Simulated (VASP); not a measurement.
# BP (F-43m) in VASP: further runs

Aim: see how the results for BP move with the level of theory and the settings. Levels: BLYP+D4, revPBE, BLYP+D3(BJ), SVWN5, r2SCAN. Tasks: relaxation of cell and atoms, single point.

Everything below comes from runs of VASP 6.6.1. Logs are shortened: lines on timing, memory, paths and dates and some standing lists are left out, and cuts for length are marked.

**1. The cell of the first run**

The structure is cubic, space group F-43m (No. 216). The conventional cell has a = 4.538 Å, b = 4.538 Å, c = 4.538 Å, α = 90.00°, β = 90.00°, γ = 90.00°. P (site symmetry -43m) has 4 B at 1.97 Å within 2.6 Å. B (site symmetry -43m) has 4 P at 1.97 Å within 2.6 Å.

**2. Relaxation of cell and atoms, BLYP+D4**

INCAR

```
AGGAC    = 1.0          
AGGAX    = 1.0          
ALDAC    = 0.0          
ALDAX    = 1.0          
ALGO     = Normal         # electronic algorithm
EDIFF    = 1E-6           # SCF threshold, eV
EDIFFG   = -0.01          # ionic threshold
ENCUT    = 600            # plane-wave cutoff, eV
GGA      = B5             # functional
IBRION   = 2              # ionic algorithm
ISIF     = 3              # what is computed and relaxed
ISMEAR   = -1             # smearing method
IVDW     = 13             # dispersion correction
LASPH    = True           # aspherical terms in the spheres
LCHARG   = False          # write CHGCAR
LREAL    = False          # projectors in reciprocal space
LWAVE    = False          # write WAVECAR
NELM     = 80             # most SCF steps
NSW      = 60             # ionic steps
PREC     = Accurate       # precision mode
SIGMA    = 0.05           # smearing width, eV
VDW_A1   = 0.44488865   
VDW_A2   = 4.0933009    
VDW_S6   = 1.0          
VDW_S8   = 2.34076671
```

KPOINTS

```
k-points
0
Gamma
  10 10 10
```

POSCAR

```
BP
1.0
    0.0000000000      2.2690000000      2.2690000000
    2.2690000000      0.0000000000      2.2690000000
    2.2690000000      2.2690000000      0.0000000000
P B
1 1
Direct
    0.7500000000      0.7500000000      0.7500000000
    0.0000000000      0.0000000000      0.0000000000
```

Potentials or basis: VASP PAW PBE potentials, release 64 (P, B).

On the command line:

```sh
$ cat potpaw_PBE.64/P/POTCAR potpaw_PBE.64/B/POTCAR > POTCAR
$ mpirun -np 1 vasp_std > vasp.out
```

OUTCAR:

```text
EDIFF = 1E-6
   EDIFFG = -0.01
   ENCUT = 600
   GGA = B5
   IBRION = 2
   ISIF = 3
   ISMEAR = -1
   IVDW = 13
   LASPH = True
   LREAL = False
   NELM = 80
   NSW = 60
   PREC = Accurate

 ion  position               nearest neighbor table
   1  0.750  0.750  0.750-   2 1.97   2 1.97   2 1.97   2 1.97
   2  0.000  0.000  0.000-   1 1.97   1 1.97   1 1.97   1 1.97

  LATTYP: Found a face centered cubic cell.
 ALAT       =     4.5380000000

  Lattice vectors:

 A1 = (   0.0000000000,   2.2690000000,   2.2690000000)
 A2 = (   2.2690000000,   0.0000000000,   2.2690000000)
 A3 = (   2.2690000000,   2.2690000000,   0.0000000000)

Analysis of symmetry for initial positions (statically):
=====================================================================
 Subroutine PRICEL returns:
 Original cell was already a primitive cell.

 Routine SETGRP: Setting up the symmetry group for a
 face centered cubic supercell.

 Subroutine GETGRP returns: Found 24 space group operations
 (whereof 24 operations were pure point group operations)
 out of a pool of 48 trial point group operations.

The static configuration has the point symmetry T_d .

Analysis of symmetry for dynamics (positions and initial velocities):
=====================================================================
 Subroutine PRICEL returns:
 Original cell was already a primitive cell.

 Routine SETGRP: Setting up the symmetry group for a
 face centered cubic supercell.

 Subroutine GETGRP returns: Found 24 space group operations
 (whereof 24 operations were pure point group operations)
 out of a pool of 48 trial point group operations.

The dynamic configuration has the point symmetry T_d .

 Subroutine INISYM returns: Found 24 space group operations
 (whereof 24 operations are pure point group operations),
 and found     1 'primitive' translations

----------------------------------------------------------------------------------------

                                     Primitive cell

  volume of cell :      23.3633

  direct lattice vectors                    reciprocal lattice vectors
     0.000000000  2.269000000  2.269000000    -0.220361393  0.220361393  0.220361393
     2.269000000  0.000000000  2.269000000     0.220361393 -0.220361393  0.220361393
     2.269000000  2.269000000  0.000000000     0.220361393  0.220361393 -0.220361393

  length of vectors
     3.208850573  3.208850573  3.208850573     0.381677128  0.381677128  0.381677128

  position of ions in fractional coordinates (direct lattice)
     0.750000000  0.750000000  0.750000000
     0.000000000  0.000000000  0.000000000

  ion indices of the primitive-cell ions
   primitive index   ion index
                 1           1
                 2           2

----------------------------------------------------------------------------------------

 KPOINTS: k-points

Automatic generation of k-mesh.
 Grid dimensions read from file:
 generate k-points for:   10   10   10

 Generating k-lattice:

  Cartesian coordinates                     Fractional coordinates (reciprocal lattice)
    -0.022036139  0.022036139  0.022036139     0.100000000  0.000000000  0.000000000
     0.022036139 -0.022036139  0.022036139     0.000000000  0.100000000  0.000000000
     0.022036139  0.022036139 -0.022036139     0.000000000  0.000000000  0.100000000

  Length of vectors
     0.038167713  0.038167713  0.038167713

  Shift w.r.t. Gamma in fractional coordinates (k-lattice)
     0.000000000  0.000000000  0.000000000

 Subroutine IBZKPT returns following result:
 ===========================================

 Found     47 irreducible k-points:

 Following reciprocal coordinates:
            Coordinates               Weight
  0.000000  0.000000  0.000000      1.000000
  0.100000  0.000000  0.000000      8.000000
  0.200000  0.000000  0.000000      8.000000
  0.300000  0.000000  0.000000      8.000000
  0.400000  0.000000  0.000000      8.000000
  0.500000  0.000000  0.000000      4.000000
[... 16 lines left out ...]
  0.300000  0.300000  0.000000      6.000000
  0.400000  0.300000  0.000000     24.000000
 [... further k-points ...]
   k-points           NKPTS =     47   k-points in BZ     NKDIM =     47   number of bands    NBANDS=      8
   number of dos      NEDOS =    301   number of ions     NIONS =      2
   total plane-waves  NPLWV =  21952
   dimension x,y,z NGX =    28 NGY =   28 NGZ =   28
   dimension x,y,z NGXF=    56 NGYF=   56 NGZF=   56
   ions per type =               1   1
   NGX,Y,Z   is equivalent  to a cutoff of  14.51, 14.51, 14.51 a.u.
   NGXF,Y,Z  is equivalent  to a cutoff of  29.01, 29.01, 29.01 a.u.
 SYSTEM =  unknown system
   PREC   = accura    normal or accurate (medium, high low for compatibility)
   ISTART =      0    job   : 0-new  1-cont  2-samecut
   ICHARG =      2    charge: 1-file 2-atom 10-const
   ISPIN  =      1    spin polarized calculation?
   LNONCOLLINEAR =      F non collinear calculations
   LSORBIT =      F    spin-orbit coupling
   LASPH  =      T    aspherical Exc in radial PAW
   ENCUT  =  600.0 eV  44.10 Ry    6.64 a.u.   6.41  6.41  6.41*2*pi/ulx,y,z
   NELM   =     80;   NELMIN=  2; NELMDL= -5     # of ELM steps
   EDIFF  = 0.1E-05   stopping-criterion for ELM
   LREAL  =      F    real-space projection
   EDIFFG = -.1E-01   stopping-criterion for IOM
   NSW    =     60    number of steps for IOM
   IBRION =      2    ionic relax: 0-MD 1-quasi-New 2-CG
   NFREE  =      1    steps in history (QN), initial steepest desc. (CG)
   ISIF   =      3    stress and relaxation
   ISYM   =      2    0-nonsym 1-usesym 2-fastsym
   POTIM  = 0.5000    time-step for ionic-motion
   TEBEG  =    0.0;   TEEND  =   0.0 temperature during run
   PSTRESS=    0.0 pullay stress
   NELECT =       8.0000    total number of electrons
   NUPDOWN=      -1.0000    fix difference up-down
   EMIN   =  10.00;   EMAX   =-10.00  energy-range for DOS
[... 5 lines left out ...]
     AMIX     =   0.40;   BMIX     =  1.00
     AMIX_MAG =   1.60;   BMIX_MAG =  1.00
  volume/ion in A,a.u.               =      11.68        78.83
  Fermi-wavevector in a.u.,A,eV,Ry     =   1.145320  2.164342 17.847562  1.311759
  Thomas-Fermi vector in A             =   2.282009
   LORBIT       =      0    0 simple, 1 ext, 2 COOP (PROOUT), +10 PAW based schemes
   GGA     = B5    functional components
   LHFCALC =     F    Hartree Fock is set to
   AEXX    =    0.0000 exact exchange contribution
   IVDW    =    13    specifies the selected vdW correction
   LEPSILON=     F    determine dielectric tensor
   LRPA    =     F    only Hartree local field effects (RPA)
 conjugate gradient relaxation of ions
 non-spin polarized calculation
  energy-cutoff  :      600.00
  volume of cell :       23.36
 maximum number of plane-waves:       794
 NGX is ok and might be reduce to    28
   NGX = 13   NGY = 13   NGZ = 13

--------------------------------------- Ionic step        1  -------------------------------------------

 number of electron       8.0000000 magnetization

 Free energy of the ion-electron system (eV)
  ---------------------------------------------------
  ext. energy  EPLUGINS =         0.00000000
  ---------------------------------------------------
  free energy    TOTEN  =       -11.56563027 eV

  energy without entropy =      -11.56563027  energy(sigma->0) =      -11.56563027

------------------------ aborting loop because EDIFF is reached ----------------------------------------

  DFT-D4 for vdW energy calculation

  Edisp (eV):   -1.38077

  FORCE on cell =-STRESS in cart. coord.  units (eV):
  Direction    XX          YY          ZZ          XY          YZ          ZX
  --------------------------------------------------------------------------------------
  -------------------------------------------------------------------------------------
  Total      -0.58786    -0.58786    -0.58786     0.00000     0.00000     0.00000
  in kB     -40.31357   -40.31357   -40.31357     0.00000     0.00000     0.00000
  external pressure =      -40.31 kB  Pullay stress =        0.00 kB

 VOLUME and BASIS-vectors are now :
 -----------------------------------------------------------------------------
  energy-cutoff  :      600.00
  volume of cell :       23.36
      direct lattice vectors                 reciprocal lattice vectors
     0.000000000  2.269000000  2.269000000    -0.220361393  0.220361393  0.220361393
     2.269000000  0.000000000  2.269000000     0.220361393 -0.220361393  0.220361393
     2.269000000  2.269000000  0.000000000     0.220361393  0.220361393 -0.220361393
[... 41 lines left out ...]
 POSITION                                       TOTAL-FORCE (eV/Angst)
 -----------------------------------------------------------------------------------
      3.35524      3.35524      3.35524        -0.000000     -0.000000     -0.000000
      2.23683      2.23683      4.47365         0.000000      0.000000      0.000000
 -----------------------------------------------------------------------------------
    total drift:                                0.000000      0.000000      0.000000

  FREE ENERGIE OF THE ION-ELECTRON SYSTEM (eV)
  ---------------------------------------------------
  free  energy   TOTEN  =       -12.9503112715 eV

  energy  without entropy=      -12.9503112665  energy(sigma->0) =      -12.95031127

--------------------------------------- Ionic step        3  -------------------------------------------

 number of electron       8.0000001 magnetization

 Free energy of the ion-electron system (eV)
  ---------------------------------------------------
  ext. energy  EPLUGINS =         0.00000000
  ---------------------------------------------------
  free energy    TOTEN  =       -11.53599179 eV

  energy without entropy =      -11.53599179  energy(sigma->0) =      -11.53599179

 E-fermi :   8.8197     XC(G=0): -10.3268

 val. band max:        8.0838055207   @ k =   0.0000   0.0000   0.0000
 cond. band min:       9.5927754830   @ k =   0.4000   0.4000   0.0000
 fundamental gap:      1.5089699623
 Fermi energy:         8.8197008859

 k-point     1 :       0.0000    0.0000    0.0000
  band No.  band energies     occupation
      1      -7.4272      2.00000
      2       8.0838      2.00000
      3       8.0838      2.00000
      4       8.0838      2.00000
      5      11.7075      0.00000
      6      11.7075      0.00000
      7      11.7075      0.00000
      8      15.9447      0.00000

 k-point     2 :       0.1000    0.0000    0.0000
  band No.  band energies     occupation
      1      -7.2450      2.00000
      2       6.8151      2.00000
      3       7.7969      2.00000
      4       7.7969      2.00000
      5      12.1105      0.00000
      6      12.1105      0.00000
      7      12.1463      0.00000
      8      16.4340      0.00000
[... 221 lines left out ...]
 k-point    23 :       0.3000    0.3000    0.0000
  band No.  band energies     occupation
      1      -5.2900      2.00000
      2       3.2928      2.00000
      3       4.8841      2.00000
      4       4.8841      2.00000
      5       9.8663      0.00000
      6      12.3272      0.00000
      7      17.1963      0.00000
      8      17.1963      0.00000

 k-point    24 :       0.4000    0.3000    0.0000
  band No.  band energies     occupation
      1      -4.4569      2.00000
      2       1.9574      2.00000
      3       4.0687      2.00000
      4       4.5870      2.00000
      5      10.1571      0.00000
      6      12.0198      0.00000
      7      17.8389      0.00000
      8      17.8434      0.00000

 [... further k-points ...]

------------------------ aborting loop because EDIFF is reached ----------------------------------------

  DFT-D4 for vdW energy calculation

  Edisp (eV):   -1.41794

  FORCE on cell =-STRESS in cart. coord.  units (eV):
  Direction    XX          YY          ZZ          XY          YZ          ZX
  --------------------------------------------------------------------------------------
  -------------------------------------------------------------------------------------
  Total      -0.00018    -0.00018    -0.00018    -0.00000     0.00000     0.00000
  in kB      -0.01263    -0.01263    -0.01263    -0.00000     0.00000     0.00000
  external pressure =       -0.01 kB  Pullay stress =        0.00 kB

 VOLUME and BASIS-vectors are now :
 -----------------------------------------------------------------------------
  energy-cutoff  :      600.00
  volume of cell :       22.78
      direct lattice vectors                 reciprocal lattice vectors
     0.000000000  2.249868094  2.249868094    -0.222235251  0.222235251  0.222235251
     2.249868094  0.000000000  2.249868094     0.222235251 -0.222235251  0.222235251
     2.249868094  2.249868094  0.000000000     0.222235251  0.222235251 -0.222235251

 POSITION                                       TOTAL-FORCE (eV/Angst)
 -----------------------------------------------------------------------------------
      3.37480      3.37480      3.37480         0.000000      0.000000     -0.000000
      0.00000      0.00000      0.00000        -0.000000     -0.000000      0.000000
 -----------------------------------------------------------------------------------
    total drift:                                0.000000      0.000000      0.000000

  FREE ENERGIE OF THE ION-ELECTRON SYSTEM (eV)
  ---------------------------------------------------
  free  energy   TOTEN  =       -12.9539316567 eV

  energy  without entropy=      -12.9539316526  energy(sigma->0) =      -12.95393165

 reached required accuracy - stopping structural energy minimisation
```

Run time: 32 s. Hardware: 1 thread of AMD EPYC 9R45 (Zen 5), shared host; peak memory 0.12 GiB.

What came out:

| Item | Value |
| --- | --- |
| Free energy | -12.9539 eV |
| Relaxed volume | 11.39 Å³/atom |
| Relaxed cell | a = 3.182 Å, b = 3.182 Å, c = 3.182 Å, α = 60.00°, β = 60.00°, γ = 60.00° |
| Space group after relaxing (to 0.05 Å) | F-43m (No. 216) |
| Energy gained by relaxing | 3.8 meV/atom |
| Ionic steps | 3 |
| Pressure after relaxing | 0.0 GPa |
| Band gap on the k mesh | 1.51 eV, indirect (least direct gap 3.62 eV) |
| Dispersion energy per atom | -0.709 eV |

The path:
| step | energy change (eV) | largest force (eV/Å) | pressure (GPa) | volume (Å³) |
| --- | --- | --- | --- | --- |
| 1 | 0.0000 | 0.0000 | -4.03 | 23.36 |
| 2 | -0.0039 | 0.0000 | 3.01 | 22.38 |
| 3 | -0.0075 | 0.0000 | 0.00 | 22.78 |

Final structure:
```xyz
2
Lattice="0.0000 2.2499 2.2499 2.2499 0.0000 2.2499 2.2499 2.2499 0.0000" Properties=species:S:1:pos:R:3 pbc="T T T"
P     3.3748    3.3748    3.3748
B     0.0000    0.0000    0.0000
```

Levels at points of the mesh, in eV from the valence-band top:
| k point | band 1 | band 2 | band 3 | band 4 | band 5 | band 6 | band 7 | band 8 |
| --- | --- | --- | --- | --- | --- | --- | --- | --- |
| (0.00, 0.00, 0.00) | -15.51 | 0.00 | 0.00 | 0.00 | 3.62 | 3.62 | 3.62 | 7.86 |
| (0.50, 0.00, 0.00) | -12.16 | -9.01 | -1.75 | -1.75 | 4.11 | 4.97 | 4.97 | 10.57 |
| (0.50, 0.50, 0.00) | -10.61 | -8.56 | -4.10 | -4.10 | 1.61 | 1.96 | 12.43 | 12.43 |

Caveat: the PAW data sets were made with another functional, which shifts forces and pressure a little. A k mesh can miss the band edges.

**3. Single point, revPBE**

This run uses another cell than the first one, of 11.92 Å³/atom, 1.020 times its volume.

INCAR

```
SYSTEM = BP
ALGO     = Normal         ! electronic algorithm
EDIFF    = 1E-6           ! SCF threshold, eV
ENCUT    = 520            ! plane-wave cutoff, eV
GGA      = RE             ! functional
ISIF     = 2              ! what is computed and relaxed
ISMEAR   = -1             ! smearing method
LASPH    = .True.         ! aspherical terms in the spheres
LCHARG   = .True.         ! write CHGCAR
LELF     = .True.         ! ELF
LREAL    = .False.        ! projectors in reciprocal space
LVHAR    = .True.       
LWAVE    = .False.        ! write WAVECAR
NBANDS   = 11             ! bands
NELM     = 80             ! most SCF steps
PREC     = Accurate       ! precision mode
SIGMA    = 0.05           ! smearing width, eV
```

KPOINTS

```
k-points
0
Gamma
  10 10 10
  0 0 0
```

POSCAR

```
BP
1.0
    0.0000000000      2.2842691569      2.2842691569
    2.2842691569      0.0000000000      2.2842691569
    2.2842691569      2.2842691569      0.0000000000
P B
1 1
Direct
    0.7500000000      0.7500000000      0.7500000000
    0.0000000000      0.0000000000      0.0000000000
```

Potentials or basis: VASP PAW PBE potentials, release 64 (P, B).

On the command line:

```sh
$ cat potpaw_PBE.64/P/POTCAR potpaw_PBE.64/B/POTCAR > POTCAR
$ mpirun -np 1 vasp_std > vasp.out
```

It took 5.3 s on 1 thread of Intel Xeon Platinum 8488C (Sapphire Rapids), shared host; peak memory 0.13 GiB.

It converged, with:

| Quantity | Value |
| --- | --- |
| Free energy | -12.3862 eV |
| Pressure | -0.4 GPa |
| Band gap on the k mesh | 1.27 eV, indirect (least direct gap 3.37 eV) |

Levels at points of the mesh, in eV from the valence-band top:
```
           k point  band 1  band 2  band 3  band 4  band 5  band 6  band 7  band 8  band 9
(0.00, 0.00, 0.00)  -15.30    0.00    0.00    0.00    3.37    3.37    3.37    7.10   11.49
(0.50, 0.00, 0.00)  -12.05   -8.90   -1.74   -1.74    3.67    4.69    4.69   10.13   14.47
(0.50, 0.50, 0.00)  -10.54   -8.51   -4.05   -4.05    1.37    1.71   11.97   11.97   15.10
```

Caveat: the PAW data sets were made with another functional, which shifts forces and pressure a little. A k mesh can miss the band edges.

(Part 1 of 2 ends here.)
